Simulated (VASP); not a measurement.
# TePtSe3 (R-3m) in VASP: relaxation of cell and atoms with PBE

Aim: the relaxation of cell and atoms of TePtSe3 with PBE.

Program: VASP 6.6.1. These are calculated values, not measurements. Logs are shortened: lines on timing, memory, paths and dates and some standing lists are left out, and cuts for length are marked.

## 1. The cell of the first run

The structure is trigonal, space group R-3m (No. 166). Conventional cell: a = 6.111 Å, b = 6.111 Å, c = 11.468 Å, α = 90.00°, β = 90.00°, γ = 120.00°. Te (site symmetry -3m) has 12 Se at 3.06 to 4.21 Å and 6 Pt at 4.01 Å within 4.3 Å. Within 3.4 Å of Pt (site symmetry -3m) lie 6 Se at 2.60 Å. Within 3.4 Å of Se (site symmetry 2/m) lie 2 Pt at 2.60 Å and 4 Se at 3.06 Å and 2 Te at 3.06 Å.

The cell was generated, and may not be a known phase.

## 2. Relaxation of cell and atoms, PBE

INCAR reads:

```
PREC = Accurate ; ENCUT = 600
EDIFF = 1E-6 ; ISMEAR = 0
SIGMA = 0.1 ; LREAL = False
LASPH = True ; NELM = 100
ALGO = Fast ; ISIF = 3
LWAVE = False ; LCHARG = False
GGA = PE ; IBRION = 2
NSW = 100 ; EDIFFG = -0.01
```

KPOINTS reads:

```
regular mesh
0
Gamma
  12 12 12
```

POSCAR reads:

```
TePtSe3
1.0
    3.0555969696      1.7641497329      3.8227224768
   -3.0555969696      1.7641497329      3.8227224768
    0.0000000000     -3.5282994658      3.8227224768
Te Pt Se
1 1 3
Direct
    0.5000000000      0.5000000000      0.5000000000
    0.0000000000      0.0000000000      0.0000000000
    0.0000000000      0.0000000000      0.5000000000
    0.5000000000      0.0000000000      0.0000000000
    0.0000000000      0.5000000000      0.0000000000
```

Potentials or basis: VASP PAW PBE potentials, release 64 (Te, Pt, Se).

On the command line:

```console
> cat potpaw_PBE.64/Te/POTCAR potpaw_PBE.64/Pt/POTCAR potpaw_PBE.64/Se/POTCAR > POTCAR
> mpirun -np 1 vasp_std > vasp.out
```

OUTCAR:

```text
PREC = Accurate
   ENCUT = 600
   EDIFF = 1E-6
   ISMEAR = 0
   LREAL = False
   LASPH = True
   NELM = 100
   ISIF = 3
   GGA = PE
   IBRION = 2
   NSW = 100
   EDIFFG = -0.01

 ion  position               nearest neighbor table
   1  0.500  0.500  0.500-   4 3.06   5 3.06   4 3.06   5 3.06   3 3.06   3 3.06
   2  0.000  0.000  0.000-   3 2.60   3 2.60   5 2.60   4 2.60   5 2.60   4 2.60
   3  0.000  0.000  0.500-   2 2.60   2 2.60   1 3.06   1 3.06
   4  0.500  0.000  0.000-   2 2.60   2 2.60   1 3.06   1 3.06
   5  0.000  0.500  0.000-   2 2.60   2 2.60   1 3.06   1 3.06

  LATTYP: Found a trigonal (rhomboedric) cell.
 ALAT       =     5.2021249750
 COS(alpha) =     0.3099817551

  Lattice vectors:

 A1 = (   3.0555969696,   1.7641497329,   3.8227224768)
 A2 = (  -3.0555969696,   1.7641497329,   3.8227224768)
 A3 = (   0.0000000000,  -3.5282994658,   3.8227224768)

Analysis of symmetry for initial positions (statically):
=====================================================================
 Subroutine PRICEL returns:
 Original cell was already a primitive cell.

 Routine SETGRP: Setting up the symmetry group for a
 trigonal (rhombohedral) supercell.

 Subroutine GETGRP returns: Found 12 space group operations
 (whereof 12 operations were pure point group operations)
 out of a pool of 12 trial point group operations.

The static configuration has the point symmetry D_3d.

Analysis of symmetry for dynamics (positions and initial velocities):
=====================================================================
 Subroutine PRICEL returns:
 Original cell was already a primitive cell.

 Routine SETGRP: Setting up the symmetry group for a
 trigonal (rhombohedral) supercell.

 Subroutine GETGRP returns: Found 12 space group operations
 (whereof 12 operations were pure point group operations)
 out of a pool of 12 trial point group operations.

The dynamic configuration has the point symmetry D_3d.

 Subroutine INISYM returns: Found 12 space group operations
 (whereof 12 operations are pure point group operations),
 and found     1 'primitive' translations

----------------------------------------------------------------------------------------

                                     Primitive cell

  volume of cell :     123.6390

  direct lattice vectors                    reciprocal lattice vectors
     3.055596970  1.764149733  3.822722477     0.163634146  0.094474218  0.087197890
[... 101 lines left out ...]
   TEBEG  =    0.0;   TEEND  =   0.0 temperature during run
   PSTRESS=    0.0 pullay stress
   NELECT =      34.0000    total number of electrons
   NUPDOWN=      -1.0000    fix difference up-down
   EMIN   =  10.00;   EMAX   =-10.00  energy-range for DOS
   EFERMI =   0.00;   METHOD = LEGACY
   ISMEAR =     0;   SIGMA  =   0.10  broadening in eV -4-tet -1-fermi 0-gaus
   EFERMI_NEDOS =   21; number of points for ismear=-14 and -15
   IALGO  =     68    algorithm
   IMIX   =      4    mixing-type and parameters
     AMIX     =   0.40;   BMIX     =  1.00
     AMIX_MAG =   1.60;   BMIX_MAG =  1.00
  volume/ion in A,a.u.               =      24.73       166.87
  Fermi-wavevector in a.u.,A,eV,Ry     =   1.064591  2.011785 15.420206  1.133353
  Thomas-Fermi vector in A             =   2.200114
   LORBIT       =      0    0 simple, 1 ext, 2 COOP (PROOUT), +10 PAW based schemes
   GGA     = PE    functional components
   LHFCALC =     F    Hartree Fock is set to
   AEXX    =    0.0000 exact exchange contribution
   IVDW    =     0    specifies the selected vdW correction
   LEPSILON=     F    determine dielectric tensor
   LRPA    =     F    only Hartree local field effects (RPA)
 conjugate gradient relaxation of ions
 non-spin polarized calculation
 RMM-DIIS sequential band-by-band and
 Gauss-broadening in eV      SIGMA  =   0.10
  energy-cutoff  :      600.00
  volume of cell :      123.64
 maximum number of plane-waves:      4156
 NGX is ok and might be reduce to    42
   NGX = 21   NGY = 21   NGZ = 21

--------------------------------------- Ionic step        1  -------------------------------------------

 number of electron      34.0000004 magnetization

 Free energy of the ion-electron system (eV)
  ---------------------------------------------------
  ext. energy  EPLUGINS =         0.00000000
  ---------------------------------------------------
  free energy    TOTEN  =       -17.99198209 eV

  energy without entropy =      -17.96447528  energy(sigma->0) =      -17.97822868

------------------------ aborting loop because EDIFF is reached ----------------------------------------

  FORCE on cell =-STRESS in cart. coord.  units (eV):
  Direction    XX          YY          ZZ          XY          YZ          ZX
  --------------------------------------------------------------------------------------
  -------------------------------------------------------------------------------------
  Total       -0.1157399     -0.1157399     -0.0327077      0.0000000     -0.0000000      0.0000000
  in kB       -1.4998164     -1.4998164     -0.4238424      0.0000000     -0.0000000      0.0000000
  external PRESSURE =      -1.1411584 kB  Pullay stress =       0.0000000 kB
[... 65 lines left out ...]
--------------------------------------- Ionic step        3  -------------------------------------------

 number of electron      34.0000004 magnetization

 Free energy of the ion-electron system (eV)
  ---------------------------------------------------
  ext. energy  EPLUGINS =         0.00000000
  ---------------------------------------------------
  free energy    TOTEN  =       -17.99207322 eV

  energy without entropy =      -17.96466012  energy(sigma->0) =      -17.97836667

 E-fermi :   4.8891     XC(G=0):  -9.8296

 val. band max:        4.8889831178   @ k =  -0.4167   0.4167   0.3333
 cond. band min:       4.8896669676   @ k =   0.3333   0.0833   0.0833
 fundamental gap:      0.0006838498
 Fermi energy:         4.8891237290

 k-point     1 :       0.0000    0.0000    0.0000
  band No.  band energies     occupation
      1     -10.1224      2.00000
      2      -7.6416      2.00000
      3      -7.6416      2.00000
      4      -5.1178      2.00000
      5      -1.1397      2.00000
      6      -0.7700      2.00000
[... 565 lines left out ...]
     20       5.9542      0.00000
     21       6.7948      0.00000

 [... further k-points ...]

------------------------ aborting loop because EDIFF is reached ----------------------------------------

  FORCE on cell =-STRESS in cart. coord.  units (eV):
  Direction    XX          YY          ZZ          XY          YZ          ZX
  --------------------------------------------------------------------------------------
  -------------------------------------------------------------------------------------
  Total       -0.0013928     -0.0013928      0.0462582      0.0000000     -0.0000000      0.0000000
  in kB       -0.0180800     -0.0180800      0.6004724      0.0000000     -0.0000000      0.0000000
  external PRESSURE =       0.1881041 kB  Pullay stress =       0.0000000 kB
[... 20 lines left out ...]
  FREE ENERGIE OF THE ION-ELECTRON SYSTEM (eV)
  ---------------------------------------------------
  free  energy   TOTEN  =       -17.9920732222 eV

  energy  without entropy=      -17.9646601213  energy(sigma->0) =      -17.97836667

 reached required accuracy - stopping structural energy minimisation
```

OSZICAR:

```text
N       E                     dE             d eps       ncg     rms          rms(c)
DAV:   1     0.206970934735E+03    0.20697E+03   -0.15714E+04  7954   0.155E+03
DAV:   2    -0.370785992014E+01   -0.21068E+03   -0.20404E+03 10216   0.250E+02
[... 21 lines left out ...]
   2 F= -.17992052E+02 E0= -.17978367E+02  d E =-.702196E-04
       N       E                     dE             d eps       ncg     rms          rms(c)
DAV:   1    -0.179922176936E+02   -0.16609E-03   -0.29541E-03  9063   0.408E-01    0.764E-02
RMM:   2    -0.179921345040E+02    0.83190E-04   -0.69747E-04  7938   0.154E-01    0.589E-02
RMM:   3    -0.179920805782E+02    0.53926E-04   -0.92405E-05  7938   0.602E-02    0.179E-02
RMM:   4    -0.179920730951E+02    0.74830E-05   -0.35081E-05  7951   0.282E-02    0.713E-03
RMM:   5    -0.179920732222E+02   -0.12706E-06   -0.49564E-06  5981   0.108E-02
   3 F= -.17992073E+02 E0= -.17978367E+02  d E =-.911330E-04
```

CONTCAR:

```text
TePtSe3
   1.00000000000000
     3.0532892544155872    1.7628173729171424    3.8219065988079430
    -3.0532892544155872    1.7628173729171424    3.8219065988079430
     0.0000000000000000   -3.5256347458342847    3.8219065988079430
  Te              Pt              Se
     1     1     3
Direct
     0.5000000000000000    0.5000000000000000    0.5000000000000000
     0.0000000000000000    0.0000000000000000    0.0000000000000000
     0.0000000000000000    0.0000000000000000    0.5000000000000000
     0.5000000000000000    0.0000000000000000    0.0000000000000000
     0.0000000000000000    0.5000000000000000    0.0000000000000000

  0.00000000E+00  0.00000000E+00  0.00000000E+00
  0.00000000E+00  0.00000000E+00  0.00000000E+00
  0.00000000E+00  0.00000000E+00  0.00000000E+00
  0.00000000E+00  0.00000000E+00  0.00000000E+00
  0.00000000E+00  0.00000000E+00  0.00000000E+00
```

It took 25 min on 1 thread of Oxide Virtual Turin-like, shared host; peak memory 0.75 GiB.

Results:

```yaml
Free_energy: -17.9921 eV
Relaxed_volume: 24.69 Å³/atom
Relaxed_cell: a = 5.200 Å, b = 5.200 Å, c = 5.200 Å, α = 71.92°, β = 71.92°, γ = 71.92°
Space_group_after_relaxing_to_0.1_Å: R-3m (No. 166)
Energy_gained_by_relaxing: 0.0 meV/atom
Ionic_steps: 3
Pressure_after_relaxing: 0.0 GPa
Band_gap_on_the_k_mesh: zero (bands 17 and 18 overlap by 1.27 eV)
```

Final structure:
```cif
data_structure
_symmetry_space_group_name_H-M 'P 1'
_symmetry_Int_Tables_number 1
_cell_length_a 5.1997
_cell_length_b 5.1997
_cell_length_c 5.1997
_cell_angle_alpha 71.918
_cell_angle_beta 71.918
_cell_angle_gamma 71.918
_cell_volume 123.43
loop_
_atom_site_label
_atom_site_type_symbol
_atom_site_fract_x
_atom_site_fract_y
_atom_site_fract_z
_atom_site_occupancy
Te1 Te 0.50000 0.50000 0.50000 1
Pt1 Pt 0.00000 0.00000 0.00000 1
Se1 Se 0.00000 0.00000 0.50000 1
Se2 Se 0.50000 0.00000 0.00000 1
Se3 Se 0.00000 0.50000 0.00000 1
```

Levels at points of the mesh, in eV from the Fermi level:
| k point | band 14 | band 15 | band 16 | band 17 | band 18 | band 19 | band 20 | band 21 |
| --- | --- | --- | --- | --- | --- | --- | --- | --- |
| (0.00, 0.00, 0.00) | -2.02 | -2.02 | -0.68 | 0.14 | 0.31 | 0.55 | 0.55 | 3.46 |
| (0.50, 0.00, 0.00) | -1.70 | -1.70 | -1.58 | -0.83 | -0.69 | -0.44 | 0.96 | 2.56 |
| (0.50, 0.50, 0.00) | -1.18 | -1.14 | -0.91 | -0.58 | -0.04 | 0.70 | 2.46 | 3.48 |
| (0.50, 0.50, 0.50) | 0.04 | 0.36 | 0.53 | 0.53 | 3.07 | 3.07 | 3.87 | 3.87 |

Caveat: spin-orbit coupling is left out, which moves the levels of the heavy elements.
